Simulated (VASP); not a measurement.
# Cd (P6_3/mmc) in VASP: a series of runs

The runs below take Cd through single point, with PBE.

Everything below comes from runs of VASP 6.6.1. Logs are shortened: lines on timing, memory, paths and dates and some standing lists are left out, and cuts for length are marked.

### Step 1. The cell of the first run

The structure is hexagonal, space group P6_3/mmc (No. 194). The conventional cell has a = 2.918 Å, b = 2.918 Å, c = 5.503 Å, α = 90.00°, β = 90.00°, γ = 120.00°. Cd (site symmetry -6m2) has 12 Cd at 2.92 to 3.23 Å within 3.8 Å.

### Step 2. Single point, PBE (volume scaled by 0.94)

Input file INCAR:

```
  ALGO = Normal
  EDIFF = 1E-7
  ENCUT = 520
  GGA = PE
  ISIF = 2
  ISMEAR = -1
  LASPH = True
  LCHARG = True
  LELF = True
  LREAL = False
  LVHAR = True
  LWAVE = False
  NBANDS = 19
  NELM = 100
  PREC = Accurate
  SIGMA = 0.05
```

Input file KPOINTS:

```
k-points
0
Gamma
  14 14 7
```

Input file POSCAR:

```
Cd
1.0
    2.9180621286      0.0000000000      0.0000000000
   -1.4590310642      2.5271159331      0.0000000000
    0.0000000000      0.0000000000      5.5029719036
Cd
2
Direct
    0.3333333333      0.6666666667      0.2500000000
    0.6666666667      0.3333333333      0.7500000000
```

Potentials or basis: VASP PAW PBE potentials, release 64 (Cd).

Launch:

```console
$ cat potpaw_PBE.64/Cd/POTCAR > POTCAR
$ mpirun -np 1 vasp_std > vasp.out
```

OUTCAR:

```text
EDIFF = 1E-7
   ENCUT = 520
   GGA = PE
   ISIF = 2
   ISMEAR = -1
   LASPH = True
   LREAL = False
   NELM = 100
   PREC = Accurate

 ion  position               nearest neighbor table
   1  0.333  0.667  0.250-   2 3.23   2 3.23   2 3.23   2 3.23   2 3.23   2 3.23
   2  0.667  0.333  0.750-   1 3.23   1 3.23   1 3.23   1 3.23   1 3.23   1 3.23

  LATTYP: Found a hexagonal cell.
 ALAT       =     2.9180621286
 C/A-ratio  =     1.8858309594

  Lattice vectors:

 A1 = (   2.9180621286,   0.0000000000,   0.0000000000)
 A2 = (  -1.4590310642,   2.5271159331,   0.0000000000)
 A3 = (   0.0000000000,   0.0000000000,   5.5029719036)

Analysis of symmetry for initial positions (statically):
=====================================================================
 Subroutine PRICEL returns:
 Original cell was already a primitive cell.

 Routine SETGRP: Setting up the symmetry group for a
 hexagonal supercell.

 Subroutine GETGRP returns: Found 24 space group operations
 (whereof 12 operations were pure point group operations)
 out of a pool of 24 trial point group operations.

The static configuration has the point symmetry D_3d.
 The point group associated with its full space group is D_6h.

Analysis of symmetry for dynamics (positions and initial velocities):
=====================================================================
 Subroutine PRICEL returns:
 Original cell was already a primitive cell.

 Routine SETGRP: Setting up the symmetry group for a
 hexagonal supercell.

 Subroutine GETGRP returns: Found 24 space group operations
 (whereof 12 operations were pure point group operations)
 out of a pool of 24 trial point group operations.

The dynamic configuration has the point symmetry D_3d.
 The point group associated with its full space group is D_6h.

 Subroutine INISYM returns: Found 24 space group operations
 (whereof 12 operations are pure point group operations),
 and found     1 'primitive' translations

----------------------------------------------------------------------------------------

                                     Primitive cell

  volume of cell :      40.5805

  direct lattice vectors                    reciprocal lattice vectors
     2.918062129  0.000000000  0.000000000     0.342693183  0.197854002  0.000000000
[... 80 lines left out ...]
   ISPIN  =      1    spin polarized calculation?
   LNONCOLLINEAR =      F non collinear calculations
   LSORBIT =      F    spin-orbit coupling
   LASPH  =      T    aspherical Exc in radial PAW
   ENCUT  =  520.0 eV  38.22 Ry    6.18 a.u.   5.43  5.43 10.23*2*pi/ulx,y,z
   NELM   =    100;   NELMIN=  2; NELMDL= -5     # of ELM steps
   EDIFF  = 0.1E-06   stopping-criterion for ELM
   LREAL  =      F    real-space projection
   EDIFFG = 0.1E-05   stopping-criterion for IOM
   NSW    =      0    number of steps for IOM
   IBRION =     -1    ionic relax: 0-MD 1-quasi-New 2-CG
   NFREE  =      0    steps in history (QN), initial steepest desc. (CG)
   ISIF   =      2    stress and relaxation
   ISYM   =      2    0-nonsym 1-usesym 2-fastsym
   POTIM  = 0.5000    time-step for ionic-motion
   TEBEG  =    0.0;   TEEND  =   0.0 temperature during run
   PSTRESS=    0.0 pullay stress
   NELECT =      24.0000    total number of electrons
   NUPDOWN=      -1.0000    fix difference up-down
   EMIN   =  10.00;   EMAX   =-10.00  energy-range for DOS
   EFERMI =   0.00;   METHOD = LEGACY
   ISMEAR =    -1;   SIGMA  =   0.05  broadening in eV -4-tet -1-fermi 0-gaus
   EFERMI_NEDOS =   21; number of points for ismear=-14 and -15
   IALGO  =     38    algorithm
   IMIX   =      4    mixing-type and parameters
     AMIX     =   0.40;   BMIX     =  1.00
     AMIX_MAG =   1.60;   BMIX_MAG =  1.00
  volume/ion in A,a.u.               =      20.29       136.93
  Fermi-wavevector in a.u.,A,eV,Ry     =   1.374167  2.596799 25.692364  1.888336
  Thomas-Fermi vector in A             =   2.499618
   LORBIT       =      0    0 simple, 1 ext, 2 COOP (PROOUT), +10 PAW based schemes
   GGA     = PE    functional components
   LHFCALC =     F    Hartree Fock is set to
   AEXX    =    0.0000 exact exchange contribution
   IVDW    =     0    specifies the selected vdW correction
   LEPSILON=     F    determine dielectric tensor
   LRPA    =     F    only Hartree local field effects (RPA)
 non-spin polarized calculation
  energy-cutoff  :      520.00
  volume of cell :       40.58
 maximum number of plane-waves:      1119
 NGX is ok and might be reduce to    24
   NGX = 11   NGY = 11   NGZ = 21

 number of electron      24.0000016 magnetization

 Free energy of the ion-electron system (eV)
  ---------------------------------------------------
  ext. energy  EPLUGINS =         0.00000000
  ---------------------------------------------------
  free energy    TOTEN  =        -1.37102507 eV

  energy without entropy =       -1.36482188  energy(sigma->0) =       -1.36792348

 E-fermi :   3.4613     XC(G=0): -11.3649

 val. band max:        3.4389358419   @ k =   0.3571   0.2143   0.2857
 cond. band min:       3.4659557595   @ k =   0.3571   0.0714   0.0000
 fundamental gap:      0.0270199177
 Fermi energy:         3.4613256359

 k-point     1 :       0.0000    0.0000    0.0000
  band No.  band energies     occupation
      1      -6.7375      2.00000
      2      -6.4425      2.00000
      3      -5.9931      2.00000
      4      -5.9931      2.00000
      5      -5.9340      2.00000
      6      -5.9340      2.00000
[... 505 lines left out ...]
      6      -5.7651      2.00000
[... 11 lines left out ...]
     18       9.8121      0.00000
     19      11.6474      0.00000

 [... further k-points ...]

------------------------ aborting loop because EDIFF is reached ----------------------------------------

  FORCE on cell =-STRESS in cart. coord.  units (eV):
  Direction    XX          YY          ZZ          XY          YZ          ZX
  --------------------------------------------------------------------------------------
  -------------------------------------------------------------------------------------
  Total        2.3414709      2.3414709      1.4116557      0.0000000      0.0000000      0.0000000
  in kB       92.4447722     92.4447722     55.7342775      0.0000000      0.0000000      0.0000000
  external PRESSURE =      80.2079406 kB  Pullay stress =       0.0000000 kB

 VOLUME and BASIS-vectors are now :
 -----------------------------------------------------------------------------
  energy-cutoff  :      520.00
  volume of cell :       40.58
      direct lattice vectors                 reciprocal lattice vectors
     2.918062129  0.000000000  0.000000000     0.342693183  0.197854002  0.000000000
    -1.459031064  2.527115933  0.000000000     0.000000000  0.395708003  0.000000000
     0.000000000  0.000000000  5.502971904     0.000000000  0.000000000  0.181719990

 POSITION                                       TOTAL-FORCE (eV/Angst)
 -----------------------------------------------------------------------------------
     -0.00000      1.68474      1.37574         0.000000      0.000000      0.000000
      1.45903      0.84237      4.12723        -0.000000     -0.000000      0.000000
 -----------------------------------------------------------------------------------
    total drift:                               -0.000000      0.000000     -0.000000

  FREE ENERGIE OF THE ION-ELECTRON SYSTEM (eV)
  ---------------------------------------------------
  free  energy   TOTEN  =        -1.3710250674 eV

  energy  without entropy=       -1.3648218828  energy(sigma->0) =       -1.36792348
```

It took 21 s on 1 thread of Intel Xeon 6975P-C (Granite Rapids), shared host; peak memory 0.2 GiB.

Results:

| Item | Value |
| --- | --- |
| Free energy | -1.3710 eV |
| Pressure | 8.0 GPa |
| Band gap on the k mesh | zero (band 12 reaches 4.83 eV, above the bottom of band 13 at 0.46 eV) |

Levels at points of the mesh, in eV from the Fermi level:
```
           k point  band 9  band 10  band 11  band 12  band 13  band 14  band 15  band 16
(0.00, 0.00, 0.00)   -8.86    -8.57    -8.57    -3.36    -3.00    10.91    14.70    15.50
(0.50, 0.00, 0.00)   -8.28    -8.25    -2.54    -1.88     2.11     3.07     3.52     5.41
```

### Step 3. Single point, PBE (volume scaled by 0.98)

Input file INCAR:

```
PREC = Accurate ; ENCUT = 520
EDIFF = 1E-6 ; ISMEAR = -1
SIGMA = 0.05 ; LREAL = F
LASPH = T ; NELM = 100
ALGO = Normal ; ISIF = 2
LWAVE = F ; LCHARG = T
GGA = PE ; LELF = T
LVHAR = T ; NBANDS = 19
```

Input file KPOINTS:

```
Automatic mesh
0
Gamma
  14 14 7
```

Input file POSCAR:

```
Cd
1.0
    2.9588794728      0.0000000000      0.0000000000
   -1.4794397363      2.5624647901      0.0000000000
    0.0000000000      0.0000000000      5.5799465150
Cd
2
Direct
    0.3333333333      0.6666666667      0.2500000000
    0.6666666667      0.3333333333      0.7500000000
```

Potentials or basis: VASP PAW PBE potentials, release 64 (Cd).

Launch:

```console
$ cat potpaw_PBE.64/Cd/POTCAR > POTCAR
$ mpirun -np 1 vasp_std > vasp.out
```

OUTCAR:

```text
PREC = Accurate
   ENCUT = 520
   EDIFF = 1E-6
   ISMEAR = -1
   LREAL = F
   LASPH = T
   NELM = 100
   ISIF = 2
   GGA = PE

 ion  position               nearest neighbor table
   1  0.333  0.667  0.250-   2 3.27   2 3.27   2 3.27   2 3.27   2 3.27   2 3.27
   2  0.667  0.333  0.750-   1 3.27   1 3.27   1 3.27   1 3.27   1 3.27   1 3.27

  LATTYP: Found a hexagonal cell.
 ALAT       =     2.9588794728
 C/A-ratio  =     1.8858309594

  Lattice vectors:

 A1 = (   2.9588794728,   0.0000000000,   0.0000000000)
 A2 = (  -1.4794397363,   2.5624647901,   0.0000000000)
 A3 = (   0.0000000000,   0.0000000000,   5.5799465150)

Analysis of symmetry for initial positions (statically):
=====================================================================
 Subroutine PRICEL returns:
 Original cell was already a primitive cell.

 Routine SETGRP: Setting up the symmetry group for a
 hexagonal supercell.

 Subroutine GETGRP returns: Found 24 space group operations
 (whereof 12 operations were pure point group operations)
[... 162 lines left out ...]
  free energy    TOTEN  =        -1.43884012 eV

  energy without entropy =       -1.43272581  energy(sigma->0) =       -1.43578297

 E-fermi :   3.1556     XC(G=0): -11.1403

 val. band max:        3.1486302575   @ k =   0.3571   0.2143   0.2857
 cond. band min:       3.1914806172   @ k =   0.3571   0.2857   0.2857
 fundamental gap:      0.0428503597
 Fermi energy:         3.1556246341

 k-point     1 :       0.0000    0.0000    0.0000
  band No.  band energies     occupation
      1      -6.8569      2.00000
      2      -6.5792      2.00000
      3      -6.1899      2.00000
      4      -6.1899      2.00000
      5      -6.1363      2.00000
      6      -6.1363      2.00000
[... 505 lines left out ...]
      6      -5.9647      2.00000
[... 11 lines left out ...]
     18       9.2364      0.00000
     19      11.1886      0.00000

 [... further k-points ...]

------------------------ aborting loop because EDIFF is reached ----------------------------------------

  FORCE on cell =-STRESS in cart. coord.  units (eV):
  Direction    XX          YY          ZZ          XY          YZ          ZX
  --------------------------------------------------------------------------------------
  -------------------------------------------------------------------------------------
  Total        1.4394119      1.4394119      0.8463329      0.0000000      0.0000000     -0.0000000
  in kB       54.5105380     54.5105380     32.0506302      0.0000000      0.0000000     -0.0000000
  external PRESSURE =      47.0239021 kB  Pullay stress =       0.0000000 kB

 VOLUME and BASIS-vectors are now :
 -----------------------------------------------------------------------------
  energy-cutoff  :      520.00
  volume of cell :       42.31
      direct lattice vectors                 reciprocal lattice vectors
     2.958879473  0.000000000  0.000000000     0.337965777  0.195124632  0.000000000
    -1.479439736  2.562464790  0.000000000     0.000000000  0.390249265  0.000000000
     0.000000000  0.000000000  5.579946515     0.000000000  0.000000000  0.179213187

 POSITION                                       TOTAL-FORCE (eV/Angst)
 -----------------------------------------------------------------------------------
     -0.00000      1.70831      1.39499        -0.000000     -0.000000      0.000000
      1.47944      0.85415      4.18496         0.000000      0.000000      0.000000
 -----------------------------------------------------------------------------------
    total drift:                                0.000000     -0.000000      0.000000

  FREE ENERGIE OF THE ION-ELECTRON SYSTEM (eV)
  ---------------------------------------------------
  free  energy   TOTEN  =        -1.4388401206 eV

  energy  without entropy=       -1.4327258124  energy(sigma->0) =       -1.43578297
```

stdout:

```text
POSCAR found type information on POSCAR Cd
 POSCAR found :  1 types and       2 ions
 scaLAPACK will be used
 LDA part: xc-table for (Slater+PW92), standard interpolation
 POSCAR, INCAR and KPOINTS ok, starting setup
 FFT: planning ... GRIDC
 FFT: planning ... GRID_SOFT
 FFT: planning ... GRID
 WAVECAR not read
 entering main loop
```

Wall time 18 s (1 thread of Intel Xeon 6975P-C (Granite Rapids), shared host); peak memory 0.2 GiB.

What came out:

- Free energy: -1.4388 eV
- Pressure: 4.7 GPa
- Band gap on the k mesh: zero (band 12 reaches 4.45 eV, above the bottom of band 13 at 0.11 eV)

Stress tensor (GPa, compression positive):
```
5.45 0.00 0.00
0.00 5.45 0.00
0.00 0.00 3.21
```
